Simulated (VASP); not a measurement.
# SiC (pbesol) (Fm-3m) in VASP: further runs

SiC (pbesol) is run at these levels: PBEsol; tasks: single point.

Program: VASP 6.6.1. These are calculated values, not measurements. Logs are shortened: lines on timing, memory, paths and dates and some standing lists are left out, and cuts for length are marked.

## Step 1: The cell of the first run

The structure is cubic, space group Fm-3m (No. 225). Conventional cell: a = 3.688 Å, b = 3.688 Å, c = 3.688 Å, α = 90.00°, β = 90.00°, γ = 90.00°. Within 2.4 Å of C (site symmetry m-3m) lie 6 Si at 1.84 Å. Si (site symmetry m-3m) has 6 C at 1.84 Å within 2.4 Å.

## Step 2: Single point, PBEsol

INCAR reads:

```
SYSTEM = SiC
PREC = Accurate
ENCUT = 600
EDIFF = 1E-6
ISMEAR = 0
SIGMA = 0.1
LREAL = .False.
LASPH = .True.
NELM = 120
ALGO = Normal
ISIF = 2
LWAVE = .False.
LCHARG = .False.
GGA = PS
NBANDS = 11
GGA_COMPAT = .False.
```

KPOINTS reads:

```
Automatic mesh
0
Gamma
  8 8 8
  0 0 0
```

POSCAR reads:

```
SiC
1.0
    0.0000000000      1.8437783423      1.8437783423
    1.8437783423      0.0000000000      1.8437783423
    1.8437783423      1.8437783423      0.0000000000
C Si
1 1
Direct
    0.0000000000      0.0000000000      0.0000000000
    0.5000000000      0.5000000000      0.5000000000
```

Potentials or basis: VASP PAW PBE potentials, release 64 (C, Si).

Launch:

```
> cat potpaw_PBE.64/C/POTCAR potpaw_PBE.64/Si/POTCAR > POTCAR
> mpirun -np 1 vasp_std > vasp.out
```

OUTCAR:

```text
SYSTEM = SiC
   PREC = Accurate
   ENCUT = 600
   EDIFF = 1E-6
   ISMEAR = 0
   LREAL = .False.
   LASPH = .True.
   NELM = 120
   ISIF = 2
   GGA = PS

 ion  position               nearest neighbor table
   1  0.000  0.000  0.000-   2 1.84   2 1.84   2 1.84   2 1.84   2 1.84   2 1.84
   2  0.500  0.500  0.500-   1 1.84   1 1.84   1 1.84   1 1.84   1 1.84   1 1.84

  LATTYP: Found a face centered cubic cell.
 ALAT       =     3.6875566846

  Lattice vectors:

 A1 = (   0.0000000000,   1.8437783423,   1.8437783423)
 A2 = (   1.8437783423,   0.0000000000,   1.8437783423)
 A3 = (   1.8437783423,   1.8437783423,   0.0000000000)

Analysis of symmetry for initial positions (statically):
=====================================================================
 Subroutine PRICEL returns:
 Original cell was already a primitive cell.

 Routine SETGRP: Setting up the symmetry group for a
 face centered cubic supercell.

 Subroutine GETGRP returns: Found 48 space group operations
 (whereof 48 operations were pure point group operations)
 out of a pool of 48 trial point group operations.

The static configuration has the point symmetry O_h .

Analysis of symmetry for dynamics (positions and initial velocities):
=====================================================================
 Subroutine PRICEL returns:
 Original cell was already a primitive cell.

 Routine SETGRP: Setting up the symmetry group for a
 face centered cubic supercell.

 Subroutine GETGRP returns: Found 48 space group operations
 (whereof 48 operations were pure point group operations)
 out of a pool of 48 trial point group operations.

The dynamic configuration has the point symmetry O_h .

 Subroutine INISYM returns: Found 48 space group operations
 (whereof 48 operations are pure point group operations),
 and found     1 'primitive' translations

----------------------------------------------------------------------------------------

                                     Primitive cell

  volume of cell :      12.5359

  direct lattice vectors                    reciprocal lattice vectors
     0.000000000  1.843778342  1.843778342    -0.271182272  0.271182272  0.271182272
     1.843778342  0.000000000  1.843778342     0.271182272 -0.271182272  0.271182272
     1.843778342  1.843778342  0.000000000     0.271182272  0.271182272 -0.271182272

  length of vectors
     2.607496338  2.607496338  2.607496338     0.469701473  0.469701473  0.469701473

  position of ions in fractional coordinates (direct lattice)
     0.000000000  0.000000000  0.000000000
     0.500000000  0.500000000  0.500000000

  ion indices of the primitive-cell ions
   primitive index   ion index
                 1           1
                 2           2

----------------------------------------------------------------------------------------

 KPOINTS: Automatic mesh

Automatic generation of k-mesh.
 Grid dimensions read from file:
 generate k-points for:    8    8    8

 Generating k-lattice:

  Cartesian coordinates                     Fractional coordinates (reciprocal lattice)
    -0.033897784  0.033897784  0.033897784     0.125000000  0.000000000  0.000000000
     0.033897784 -0.033897784  0.033897784     0.000000000  0.125000000  0.000000000
     0.033897784  0.033897784 -0.033897784     0.000000000  0.000000000  0.125000000

  Length of vectors
     0.058712684  0.058712684  0.058712684

  Shift w.r.t. Gamma in fractional coordinates (k-lattice)
     0.000000000  0.000000000  0.000000000

 Subroutine IBZKPT returns following result:
 ===========================================

 Found     29 irreducible k-points:

 Following reciprocal coordinates:
            Coordinates               Weight
  0.000000  0.000000  0.000000      1.000000
  0.125000  0.000000  0.000000      8.000000
  0.250000  0.000000  0.000000      8.000000
  0.375000  0.000000  0.000000      8.000000
  0.500000  0.000000  0.000000      4.000000
  0.125000  0.125000  0.000000      6.000000
[... 16 lines left out ...]
  0.500000  0.250000  0.125000     48.000000
 -0.375000  0.250000  0.125000     24.000000
 [... further k-points ...]
   k-points           NKPTS =     29   k-points in BZ     NKDIM =     29   number of bands    NBANDS=     11
   number of dos      NEDOS =    301   number of ions     NIONS =      2
   total plane-waves  NPLWV =  13824
   dimension x,y,z NGX =    24 NGY =   24 NGZ =   24
   dimension x,y,z NGXF=    48 NGYF=   48 NGZF=   48
   ions per type =               1   1
   NGX,Y,Z   is equivalent  to a cutoff of  15.30, 15.30, 15.30 a.u.
   NGXF,Y,Z  is equivalent  to a cutoff of  30.60, 30.60, 30.60 a.u.
 SYSTEM =  SiC
   PREC   = accura    normal or accurate (medium, high low for compatibility)
   ISTART =      0    job   : 0-new  1-cont  2-samecut
   ICHARG =      2    charge: 1-file 2-atom 10-const
   ISPIN  =      1    spin polarized calculation?
   LNONCOLLINEAR =      F non collinear calculations
   LSORBIT =      F    spin-orbit coupling
   LASPH  =      T    aspherical Exc in radial PAW
   ENCUT  =  600.0 eV  44.10 Ry    6.64 a.u.   5.21  5.21  5.21*2*pi/ulx,y,z
   NELM   =    120;   NELMIN=  2; NELMDL= -5     # of ELM steps
   EDIFF  = 0.1E-05   stopping-criterion for ELM
   LREAL  =      F    real-space projection
   EDIFFG = 0.1E-04   stopping-criterion for IOM
   NSW    =      0    number of steps for IOM
   IBRION =     -1    ionic relax: 0-MD 1-quasi-New 2-CG
   NFREE  =      0    steps in history (QN), initial steepest desc. (CG)
   ISIF   =      2    stress and relaxation
   ISYM   =      2    0-nonsym 1-usesym 2-fastsym
   POTIM  = 0.5000    time-step for ionic-motion
   TEBEG  =    0.0;   TEEND  =   0.0 temperature during run
   PSTRESS=    0.0 pullay stress
   NELECT =       8.0000    total number of electrons
   NUPDOWN=      -1.0000    fix difference up-down
   EMIN   =  10.00;   EMAX   =-10.00  energy-range for DOS
   EFERMI =   0.00;   METHOD = LEGACY
   ISMEAR =     0;   SIGMA  =   0.10  broadening in eV -4-tet -1-fermi 0-gaus
   EFERMI_NEDOS =   21; number of points for ismear=-14 and -15
   IALGO  =     38    algorithm
   IMIX   =      4    mixing-type and parameters
     AMIX     =   0.40;   BMIX     =  1.00
     AMIX_MAG =   1.60;   BMIX_MAG =  1.00
  volume/ion in A,a.u.               =       6.27        42.30
  Fermi-wavevector in a.u.,A,eV,Ry     =   1.409460  2.663493 27.029031  1.986578
  Thomas-Fermi vector in A             =   2.531514
   LORBIT       =      0    0 simple, 1 ext, 2 COOP (PROOUT), +10 PAW based schemes
   GGA     = PS    functional components
   LHFCALC =     F    Hartree Fock is set to
   AEXX    =    0.0000 exact exchange contribution
   IVDW    =     0    specifies the selected vdW correction
   LEPSILON=     F    determine dielectric tensor
   LRPA    =     F    only Hartree local field effects (RPA)
 non-spin polarized calculation
 Gauss-broadening in eV      SIGMA  =   0.10
  energy-cutoff  :      600.00
  volume of cell :       12.54
 maximum number of plane-waves:       444
 NGX is ok and might be reduce to    24
   NGX = 11   NGY = 11   NGZ = 11

 number of electron       8.0000000 magnetization

 Free energy of the ion-electron system (eV)
  ---------------------------------------------------
  ext. energy  EPLUGINS =         0.00000000
  ---------------------------------------------------
  free energy    TOTEN  =       -13.38700715 eV

  energy without entropy =      -13.38700715  energy(sigma->0) =      -13.38700715

 E-fermi :  17.6842     XC(G=0): -14.0899

 val. band max:       17.1753900429   @ k =   0.0000   0.0000   0.0000
 cond. band min:      18.1179932228   @ k =   0.5000   0.5000   0.0000
 fundamental gap:      0.9426031798
 Fermi energy:        17.6842056821

 k-point     1 :       0.0000    0.0000    0.0000
  band No.  band energies     occupation
      1      -4.8910      2.00000
      2      17.1754      2.00000
      3      17.1754      2.00000
      4      17.1754      2.00000
      5      26.0705      0.00000
      6      26.0705      0.00000
      7      26.0705      0.00000
      8      30.3760      0.00000
      9      32.4723      0.00000
     10      32.4723      0.00000
     11      32.9767      0.00000

 k-point     2 :       0.1250    0.0000    0.0000
  band No.  band energies     occupation
      1      -4.4348      2.00000
      2      14.9260      2.00000
      3      16.7699      2.00000
      4      16.7699      2.00000
      5      25.6089      0.00000
      6      26.8596      0.00000
      7      26.8596      0.00000
      8      29.7291      0.00000
      9      29.7291      0.00000
     10      31.0819      0.00000
     11      33.1459      0.00000

 k-point     3 :       0.2500    0.0000    0.0000
  band No.  band energies     occupation
      1      -3.0782      2.00000
      2      10.5758      2.00000
      3      16.0120      2.00000
      4      16.0120      2.00000
      5      25.0983      0.00000
      6      25.9376      0.00000
      7      25.9376      0.00000
      8      30.8880      0.00000
      9      30.8880      0.00000
     10      31.7766      0.00000
     11      32.8239      0.00000
[... 267 lines left out ...]
 k-point    23 :       0.5000    0.2500    0.1250
  band No.  band energies     occupation
      1       0.2801      2.00000
      2       7.2510      2.00000
      3      11.0391      2.00000
      4      13.5571      2.00000
      5      22.6751      0.00000
      6      25.5221      0.00000
      7      27.1278      0.00000
      8      31.6522      0.00000
      9      34.8356      0.00000
     10      36.2829      0.00000
     11      38.0426      0.00000

 k-point    24 :      -0.3750    0.2500    0.1250
  band No.  band energies     occupation
      1       2.5536      2.00000
      2       4.2880      2.00000
      3      11.0469      2.00000
      4      12.8890      2.00000
      5      22.5655      0.00000
      6      25.1347      0.00000
      7      29.0457      0.00000
      8      31.5044      0.00000
      9      34.9696      0.00000
     10      35.7004      0.00000
     11      38.5767      0.00000

 [... further k-points ...]

------------------------ aborting loop because EDIFF is reached ----------------------------------------

  FORCE on cell =-STRESS in cart. coord.  units (eV):
  Direction    XX          YY          ZZ          XY          YZ          ZX
  --------------------------------------------------------------------------------------
  -------------------------------------------------------------------------------------
  Total        9.8272290      9.8272290      9.8272290     -0.0000000      0.0000000     -0.0000000
  in kB     1255.9881302   1255.9881302   1255.9881302     -0.0000000      0.0000000     -0.0000000
  external PRESSURE =    1255.9881302 kB  Pullay stress =       0.0000000 kB

 VOLUME and BASIS-vectors are now :
 -----------------------------------------------------------------------------
  energy-cutoff  :      600.00
  volume of cell :       12.54
      direct lattice vectors                 reciprocal lattice vectors
     0.000000000  1.843778342  1.843778342    -0.271182272  0.271182272  0.271182272
     1.843778342  0.000000000  1.843778342     0.271182272 -0.271182272  0.271182272
     1.843778342  1.843778342  0.000000000     0.271182272  0.271182272 -0.271182272

 POSITION                                       TOTAL-FORCE (eV/Angst)
 -----------------------------------------------------------------------------------
      0.00000      0.00000      0.00000         0.000000      0.000000      0.000000
      1.84378      1.84378      1.84378        -0.000000     -0.000000     -0.000000
 -----------------------------------------------------------------------------------
    total drift:                                0.000000     -0.000000     -0.000000

  FREE ENERGIE OF THE ION-ELECTRON SYSTEM (eV)
  ---------------------------------------------------
  free  energy   TOTEN  =       -13.3870071519 eV

  energy  without entropy=      -13.3870071519  energy(sigma->0) =      -13.38700715
```

It took 7.3 s on 1 thread of Intel Xeon 8259CL, shared host; peak memory 0.13 GiB.

What came out:

| Item | Value |
| --- | --- |
| Free energy | -13.3870 eV |
| Pressure | 125.6 GPa |
| Band gap on the k mesh | 0.94 eV, indirect (least direct gap 6.49 eV) |

Caveat: the PAW data sets were made with another functional, which shifts forces and pressure a little. PBEsol gaps usually lie below the measured ones, often by a third to a half.

[end of part 1 of 2]
